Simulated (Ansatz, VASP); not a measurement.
Two plane-wave programs on TaTeP

The input INCAR:

```
SYSTEM = TaTeP
  ALGO = Normal
  EDIFF = 1E-6
  EDIFFG = -0.04
  ENCUT = 600
  GGA = PE
  IBRION = 2
  ISIF = 3
  ISMEAR = 0
  LASPH = .True.
  LCHARG = .False.
  LREAL = .False.
  LWAVE = .False.
  NELM = 100
  NSW = 90
  PREC = Accurate
  SIGMA = 0.1
```

File KPOINTS:

```
k-points
0
Gamma
  6 6 4
  0 0 0
```

POSCAR

```
TaTeP
1.0
    3.4635585924      0.0000000000      0.0000000000
    0.0000000000      3.4635585924      0.0000000000
    0.0000000000      0.0000000000      5.7650755113
Ta Te P
1 1 1
Direct
    0.5000000000      0.5000000000      0.5000000000
    0.5000000000      0.5000000000      0.0000000000
    0.0000000000      0.0000000000      0.5000000000
```

Input for Ansatz:

```yaml
crystal:
  lattice:
    - [3.4635585924, 0.0, 0.0]
    - [0.0, 3.4635585924, 0.0]
    - [0.0, 0.0, 5.7650755113]
  atoms:
    - { symbol: Ta, position: [0.5, 0.5, 0.5] }
    - { symbol: Te, position: [0.5, 0.5, 0.0] }
    - { symbol: P, position: [0.0, 0.0, 0.5] }
basis:
  ecutwfc: 420
kpoints:
  mp_grid: { grid: [6, 6, 4] }
hamiltonian:
  xc: pbe
scf:
  occupations: { method: gaussian, width: 0.1 }
  lower_state_search: "off"
output:
  forces: true
  stress: true
  eigenvalues: true
relax:
  adjacent_minimum: "off"
  f_tol: 0.04
  max_steps: 70
  cell: { stress_tol: 0.4 }
```

Alike in both runs: task relaxation of cell and atoms; functional PBE; k mesh 6 × 6 × 4; occupations gaussian, width 0.1 eV; no spin polarisation.

|  | VASP | Ansatz |
| --- | --- | --- |
| version | VASP 6.6.1 | Ansatz 0.2.0 |
| potentials or method | VASP PAW PBE potentials, release 64 (Ta_pv, Te, P), cutoff 600 eV | scalar-relativistic, plane waves, PAW |
| valence electrons in the cell | 22 | 34 |

VASP gave:

```
gap on the k mesh at the Fermi level, each at its own relaxed structure (eV) : none
relaxed volume (Å³/atom)                                                     : 22.95
relaxed cell length with the largest relative difference (Å)                 : 5.677
```

Q: What did Ansatz give for the same quantities?

A: gap on the k mesh at the Fermi level, each at its own relaxed structure (eV): none; relaxed volume (Å³/atom): 22.96; relaxed cell length with the largest relative difference (Å): 5.693.

A gap of «none» marks a metal or a gap that the smearing closes. VASP's potentials hold 22 valence electrons a cell and Ansatz's 34, so a difference there can come from the potentials and not from the codes.

Spin-orbit coupling is off throughout.
